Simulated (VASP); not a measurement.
# Sr2Mg in VASP: single point with PBE

Aim: the single point of Sr2Mg with PBE.

Program: VASP 6.6.1. These are calculated values, not measurements. Logs are shortened: lines on timing, memory, paths and dates and some standing lists are left out, and cuts for length are marked.

**1. The cell of the first run**

The cell holds a sheet with vacuum, 6 atoms: a = 13.432 Å, b = 6.663 Å, c = 23.800 Å, α = 90.00°, β = 90.00°, γ = 89.40°.

**2. Single point, PBE**

File INCAR:

```
SYSTEM = Sr2Mg
  ALGO = Normal
  DIPOL = 0.5 0.5 0.294
  EDIFF = 1E-6
  ENCUT = 520
  GGA = PE
  IDIPOL = 3
  ISIF = 2
  ISMEAR = 0
  LASPH = .True.
  LCHARG = .True.
  LDIPOL = .True.
  LELF = .True.
  LREAL = .False.
  LVACPOTAV = .True.
  LVHAR = .True.
  LWAVE = .False.
  NBANDS = 31
  NELM = 80
  PREC = Accurate
  SIGMA = 0.2
```

File KPOINTS:

```
k-points
0
Gamma
  2 4 1
  0 0 0
```

File POSCAR:

```
Sr2Mg
1.0
   13.4318360757      0.0695141346      0.0000000000
    0.0347570673      6.6624862491      0.0000000000
    0.0000000000      0.0000000000     23.8000000000
Sr Mg
4 2
Direct
    0.2523587427     -0.0075222857      0.2953430312
    0.7540369732      0.0030841494      0.3002436844
   -0.0040350523      0.4948632380      0.2920930911
    0.4897469001      0.4938003142      0.2921533614
    0.5039708203      0.0235490154      0.2849584962
    0.0039216160     -0.0077744313      0.2999142183
```

Potentials or basis: VASP PAW PBE potentials, release 64 (Sr_sv, Mg).

Run with:

```sh
$ cat potpaw_PBE.64/Sr_sv/POTCAR potpaw_PBE.64/Mg/POTCAR > POTCAR
$ mpirun -np 1 vasp_std > vasp.out
```

OUTCAR:

```text
SYSTEM = Sr2Mg
   EDIFF = 1E-6
   ENCUT = 520
   GGA = PE
   ISIF = 2
   ISMEAR = 0
   LASPH = .True.
   LREAL = .False.
   NELM = 80
   PREC = Accurate

 ion  position               nearest neighbor table
   1  0.252  0.992  0.295-   6 3.34   5 3.40   4 4.58   4 4.64   3 4.78   3 4.81
   2  0.754  0.003  0.300-   6 3.36   5 3.38   3 4.64   3 4.67   4 4.80   4 4.94
   3  0.996  0.495  0.292-   6 3.32   6 3.35   2 4.64   2 4.67   1 4.78   1 4.81
   4  0.490  0.494  0.292-   5 3.14   5 3.54   1 4.58   1 4.64   2 4.80   2 4.94
   5  0.504  0.024  0.285-   4 3.14   2 3.38   1 3.40   4 3.54
   6  0.004  0.992  0.300-   3 3.32   1 3.34   3 3.35   2 3.36

  LATTYP: Found a simple monoclinic cell.
 ALAT       =     6.6625769094
 B/A-ratio  =     3.5721914094
 C/A-ratio  =     2.0160391597
 COS(beta)  =    -0.0103918771

  Lattice vectors:

 A1 = (   0.0347570673,   6.6624862491,   0.0000000000)
 A2 = (   0.0000000000,   0.0000000000, -23.8000000000)
 A3 = ( -13.4318360757,  -0.0695141346,   0.0000000000)

Analysis of symmetry for initial positions (statically):
=====================================================================
 Subroutine PRICEL returns:
 Original cell was already a primitive cell.

 Routine SETGRP: Setting up the symmetry group for a
 simple monoclinic supercell.

 Subroutine GETGRP returns: Found  1 space group operations
 (whereof  1 operations were pure point group operations)
 out of a pool of  4 trial point group operations.

The static configuration has the point symmetry C_1 .

Analysis of symmetry for dynamics (positions and initial velocities):
=====================================================================
 Subroutine PRICEL returns:
 Original cell was already a primitive cell.

 Routine SETGRP: Setting up the symmetry group for a
 simple monoclinic supercell.

 Subroutine GETGRP returns: Found  1 space group operations
 (whereof  1 operations were pure point group operations)
 out of a pool of  4 trial point group operations.

The dynamic configuration has the point symmetry C_1 .

 Subroutine INISYM returns: Found  1 space group operations
 (whereof  1 operations are pure point group operations),
 and found     1 'primitive' translations

----------------------------------------------------------------------------------------

                                     Primitive cell

  volume of cell :    2129.7908

  direct lattice vectors                    reciprocal lattice vectors
    13.431836076  0.069514135  0.000000000     0.074451996 -0.000388404  0.000000000
     0.034757067  6.662486249  0.000000000    -0.000776807  0.150098171  0.000000000
     0.000000000  0.000000000 23.800000000     0.000000000  0.000000000  0.042016807

  length of vectors
    13.432015954  6.662576909 23.800000000     0.074453009  0.150100181  0.042016807

  position of ions in fractional coordinates (direct lattice)
     0.252358743  0.992477714  0.295343031
     0.754036973  0.003084149  0.300243684
     0.995964948  0.494863238  0.292093091
     0.489746900  0.493800314  0.292153361
     0.503970820  0.023549015  0.284958496
     0.003921616  0.992225569  0.299914218

  ion indices of the primitive-cell ions
   primitive index   ion index
                 1           1
                 2           2
                 3           3
                 4           4
                 5           5
                 6           6

----------------------------------------------------------------------------------------

 KPOINTS: k-points

Automatic generation of k-mesh.
 Grid dimensions read from file:
 generate k-points for:    2    4    1

 Generating k-lattice:

  Cartesian coordinates                     Fractional coordinates (reciprocal lattice)
     0.037225998 -0.000194202  0.000000000     0.500000000  0.000000000  0.000000000
    -0.000194202  0.037524543  0.000000000     0.000000000  0.250000000  0.000000000
     0.000000000  0.000000000  0.042016807     0.000000000  0.000000000  1.000000000

  Length of vectors
     0.037226504  0.037525045  0.042016807

  Shift w.r.t. Gamma in fractional coordinates (k-lattice)
     0.000000000  0.000000000  0.000000000

 Subroutine IBZKPT returns following result:
 ===========================================

 Found      6 irreducible k-points:

 Following reciprocal coordinates:
            Coordinates               Weight
  0.000000  0.000000  0.000000      1.000000
  0.500000 -0.000000  0.000000      1.000000
  0.000000  0.250000  0.000000      2.000000
  0.500000  0.250000  0.000000      2.000000
  0.000000  0.500000  0.000000      1.000000
  0.500000  0.500000  0.000000      1.000000
   k-points           NKPTS =      6   k-points in BZ     NKDIM =      6   number of bands    NBANDS=     31
   number of dos      NEDOS =    301   number of ions     NIONS =      6
   total plane-waves  NPLWV = 900000
   dimension x,y,z NGX =   100 NGY =   50 NGZ =  180
   dimension x,y,z NGXF=   200 NGYF=  100 NGZF=  360
   ions per type =               4   2
   NGX,Y,Z   is equivalent  to a cutoff of  12.38, 12.48, 12.57 a.u.
   NGXF,Y,Z  is equivalent  to a cutoff of  24.75, 24.95, 25.15 a.u.
 SYSTEM =  Sr2Mg
   PREC   = accura    normal or accurate (medium, high low for compatibility)
   ISTART =      0    job   : 0-new  1-cont  2-samecut
   ICHARG =      2    charge: 1-file 2-atom 10-const
   ISPIN  =      1    spin polarized calculation?
   LNONCOLLINEAR =      F non collinear calculations
   LSORBIT =      F    spin-orbit coupling
   LASPH  =      T    aspherical Exc in radial PAW
   ENCUT  =  520.0 eV  38.22 Ry    6.18 a.u.  24.97 12.39 44.25*2*pi/ulx,y,z
   NELM   =     80;   NELMIN=  2; NELMDL= -5     # of ELM steps
   EDIFF  = 0.1E-05   stopping-criterion for ELM
   LREAL  =      F    real-space projection
   EDIFFG = 0.1E-04   stopping-criterion for IOM
   NSW    =      0    number of steps for IOM
   IBRION =     -1    ionic relax: 0-MD 1-quasi-New 2-CG
   NFREE  =      0    steps in history (QN), initial steepest desc. (CG)
   ISIF   =      2    stress and relaxation
   ISYM   =      2    0-nonsym 1-usesym 2-fastsym
   POTIM  = 0.5000    time-step for ionic-motion
   TEBEG  =    0.0;   TEEND  =   0.0 temperature during run
   PSTRESS=    0.0 pullay stress
   NELECT =      44.0000    total number of electrons
   NUPDOWN=      -1.0000    fix difference up-down
   EMIN   =  10.00;   EMAX   =-10.00  energy-range for DOS
   EFERMI =   0.00;   METHOD = LEGACY
   ISMEAR =     0;   SIGMA  =   0.20  broadening in eV -4-tet -1-fermi 0-gaus
   EFERMI_NEDOS =   21; number of points for ismear=-14 and -15
   IALGO  =     38    algorithm
   IMIX   =      4    mixing-type and parameters
     AMIX     =   0.40;   BMIX     =  1.00
     AMIX_MAG =   1.60;   BMIX_MAG =  1.00
  volume/ion in A,a.u.               =     354.97      2395.42
  Fermi-wavevector in a.u.,A,eV,Ry     =   0.449207  0.848879  2.745481  0.201787
  Thomas-Fermi vector in A             =   1.429148
   LORBIT       =      0    0 simple, 1 ext, 2 COOP (PROOUT), +10 PAW based schemes
   GGA     = PE    functional components
   LHFCALC =     F    Hartree Fock is set to
   AEXX    =    0.0000 exact exchange contribution
   IVDW    =     0    specifies the selected vdW correction
   LEPSILON=     F    determine dielectric tensor
   LRPA    =     F    only Hartree local field effects (RPA)
 non-spin polarized calculation
 Gauss-broadening in eV      SIGMA  =   0.20
  energy-cutoff  :      520.00
  volume of cell :     2129.79
 maximum number of plane-waves:     57442
 NGX is ok and might be reduce to   100
   NGX = 49   NGY = 25   NGZ = 89

 number of electron      44.0000000 magnetization

 dipolmoment           0.000000      0.000000     -0.014536 electrons x Angstroem

 Free energy of the ion-electron system (eV)
  ---------------------------------------------------
  ext. energy  EPLUGINS =         0.00000000
  ---------------------------------------------------
  free energy    TOTEN  =        -4.50184927 eV

  energy without entropy =       -4.22404604  energy(sigma->0) =       -4.36294765

 E-fermi :  -2.1447     XC(G=0):  -1.6769

 val. band max:       -2.1552762591   @ k =   0.0000   0.5000   0.0000
 cond. band min:      -2.1263615522   @ k =   0.0000   0.0000   0.0000
 fundamental gap:      0.0289147069
 Fermi energy:        -2.1447012015

 k-point     1 :       0.0000    0.0000    0.0000
  band No.  band energies     occupation
      1     -39.6797      2.00000
      2     -39.6375      2.00000
      3     -39.6309      2.00000
      4     -39.6286      2.00000
      5     -21.7341      2.00000
      6     -21.6962      2.00000
[... 23 lines left out ...]
     30      -1.2189      0.00000
     31      -1.0067      0.00000

 k-point     2 :       0.5000   -0.0000    0.0000
  band No.  band energies     occupation
      1     -39.6797      2.00000
      2     -39.6375      2.00000
      3     -39.6309      2.00000
      4     -39.6286      2.00000
      5     -21.7341      2.00000
      6     -21.6962      2.00000
[... 23 lines left out ...]
     30      -1.1168      0.00000
     31      -0.8901      0.00000

 k-point     3 :       0.0000    0.2500    0.0000
  band No.  band energies     occupation
      1     -39.6797      2.00000
      2     -39.6374      2.00000
      3     -39.6309      2.00000
      4     -39.6287      2.00000
      5     -21.7341      2.00000
      6     -21.6960      2.00000
[... 23 lines left out ...]
     30      -0.8969      0.00000
     31      -0.8819      0.00000

 k-point     4 :       0.5000    0.2500    0.0000
  band No.  band energies     occupation
      1     -39.6797      2.00000
      2     -39.6374      2.00000
      3     -39.6309      2.00000
      4     -39.6287      2.00000
      5     -21.7341      2.00000
      6     -21.6960      2.00000
[... 23 lines left out ...]
     30      -1.0351      0.00000
     31      -0.7589      0.00000

 k-point     5 :       0.0000    0.5000    0.0000
  band No.  band energies     occupation
      1     -39.6797      2.00000
      2     -39.6374      2.00000
      3     -39.6309      2.00000
      4     -39.6287      2.00000
      5     -21.7340      2.00000
      6     -21.6957      2.00000
[... 23 lines left out ...]
     30      -1.1932      0.00000
     31      -0.7392      0.00000

 k-point     6 :       0.5000    0.5000    0.0000
  band No.  band energies     occupation
      1     -39.6797      2.00000
      2     -39.6374      2.00000
      3     -39.6309      2.00000
      4     -39.6287      2.00000
      5     -21.7340      2.00000
      6     -21.6957      2.00000
[... 23 lines left out ...]
     30      -0.8923      0.00000
     31      -0.7620      0.00000

------------------------ aborting loop because EDIFF is reached ----------------------------------------

 vacuum level on the upper side and lower side of the slab       (xc-potential included)        -0.170        -0.135

  FORCE on cell =-STRESS in cart. coord.  units (eV):
  Direction    XX          YY          ZZ          XY          YZ          ZX
  --------------------------------------------------------------------------------------
  -------------------------------------------------------------------------------------
  Total       -0.2056095      0.8461870      0.0049130     -0.1793463      0.1217153     -0.0079979
  in kB       -0.1546738      0.6365609      0.0036959     -0.1349168      0.0915628     -0.0060165
  external PRESSURE =       0.1618610 kB  Pullay stress =       0.0000000 kB

 VOLUME and BASIS-vectors are now :
 -----------------------------------------------------------------------------
  energy-cutoff  :      520.00
  volume of cell :     2129.79
      direct lattice vectors                 reciprocal lattice vectors
    13.431836076  0.069514135  0.000000000     0.074451996 -0.000388404  0.000000000
     0.034757067  6.662486249  0.000000000    -0.000776807  0.150098171  0.000000000
     0.000000000  0.000000000 23.800000000     0.000000000  0.000000000  0.042016807

 POSITION                                       TOTAL-FORCE (eV/Angst)
 -----------------------------------------------------------------------------------
      3.42414      6.62991      7.02916         0.066683      0.024096     -0.003954
     10.12821      0.07296      7.14580        -0.050718     -0.000225      0.001904
     13.39484      3.36625      6.95182         0.031642     -0.046763     -0.013660
      6.59536      3.32398      6.95325         0.020370      0.624966      0.041990
      6.77007      0.19193      6.78201        -0.026107     -0.649257     -0.061292
      0.08716      6.61096      7.13796        -0.041871      0.047182      0.035012
 -----------------------------------------------------------------------------------
    total drift:                               -0.000010      0.000036      0.000023

  FREE ENERGIE OF THE ION-ELECTRON SYSTEM (eV)
  ---------------------------------------------------
  free  energy   TOTEN  =        -4.5018492674 eV

  energy  without entropy=       -4.2240460394  energy(sigma->0) =       -4.36294765

 vacuum level on the upper side and lower side of the slab         0.673         0.703
```

Run time: 25 min. Hardware: 1 thread of Intel Xeon 8259CL, shared host; peak memory 1.7 GiB.

What came out:

| Property | Result |
| --- | --- |
| Free energy | -4.5018 eV |
| Largest force | 0.653 eV/Å |
| Band gap on the k mesh | zero (bands 22 and 23 overlap by 0.06 eV) |
| Work function of the upper face | 2.82 eV |
| Work function of the lower face | 2.85 eV |

Forces on the atoms (eV/Å):
```
Sr   0.067  0.024 -0.004
Sr  -0.051  0.000  0.002
Sr   0.032 -0.047 -0.014
Sr   0.020  0.625  0.042
Mg  -0.026 -0.649 -0.061
Mg  -0.042  0.047  0.035
```

Levels at points of the mesh, in eV from the Fermi level:
```
           k point  band 19  band 20  band 21  band 22  band 23  band 24
(0.00, 0.00, 0.00)    -1.55    -0.50     0.02     0.10     0.19     0.40
(0.50, 0.00, 0.00)    -0.93    -0.92     0.04     0.06     0.17     0.21
(0.00, 0.50, 0.00)    -1.53    -1.38    -1.34    -0.01     0.07     0.09
(0.50, 0.50, 0.00)    -1.46    -1.44    -0.67    -0.65     0.04     0.05
```

The gap in the log of VASP goes by the Fermi energy; the results here count the filled bands.